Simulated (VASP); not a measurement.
**TaN: single point with PBEsol**

TaN:

```
Ta N
1.0
     3.04095    0.00000    0.00000
    -1.52047    2.63354    0.00000
     0.00000    0.00000    2.98556
Ta N
1 1
Direct
  0.33333 0.66667 0.50000
  0.00000 0.00000 0.00000
```

This cell differs from its parent crystal: strain +0.040 along x and y, +0.040 along z.

* Program: VASP 6.6.1
* Task: single point
* Functional: PBEsol
* Potentials or basis: VASP PAW PBE potentials, release 64 (Ta_pv, N)
* Cutoff: 520 eV
* k mesh: 24 × 24 × 20
* Occupations: gaussian, width 0.15 eV
* Spin: no spin polarisation

* Pressure: -32.7 GPa
* Band gap on the k mesh: zero (band 8 reaches 7.39 eV, above the bottom of band 9 at 6.95 eV)

Stress tensor (GPa, compression positive):
```
-31.45   0.00   0.00
  0.00 -31.45   0.00
  0.00   0.00 -35.13
```

Levels at points of the mesh, in eV from the Fermi level:
| k point | band 4 | band 5 | band 6 | band 7 | band 8 | band 9 | band 10 | band 11 | band 12 | band 13 |
| --- | --- | --- | --- | --- | --- | --- | --- | --- | --- | --- |
| (0.00, 0.00, 0.00) | -16.94 | -4.10 | -4.10 | -3.76 | -2.75 | 1.47 | 3.15 | 3.15 | 3.42 | 3.42 |
| (0.50, 0.00, 0.00) | -14.99 | -7.71 | -4.69 | -3.08 | -2.95 | 2.59 | 3.47 | 4.59 | 4.64 | 6.47 |
| (0.00, 0.00, 0.50) | -14.78 | -8.73 | -3.37 | -3.37 | -0.07 | -0.07 | 2.14 | 3.01 | 3.01 | 7.26 |
| (0.50, 0.00, 0.50) | -15.09 | -6.74 | -5.77 | -5.11 | -0.50 | 3.47 | 4.61 | 5.19 | 6.18 | 8.77 |

Wall time 51 s on 1 thread of Intel(R) Xeon(R) 6975P-C (Granite Rapids), with other jobs on the host, peak memory 0.34 GiB.

Caveat: the cell differs from its parent crystal (strain +0.040 along x and y, +0.040 along z); the PAW data sets were made with another functional, which shifts forces and pressure a little; spin-orbit coupling is left out, which moves the levels of the heavy elements.
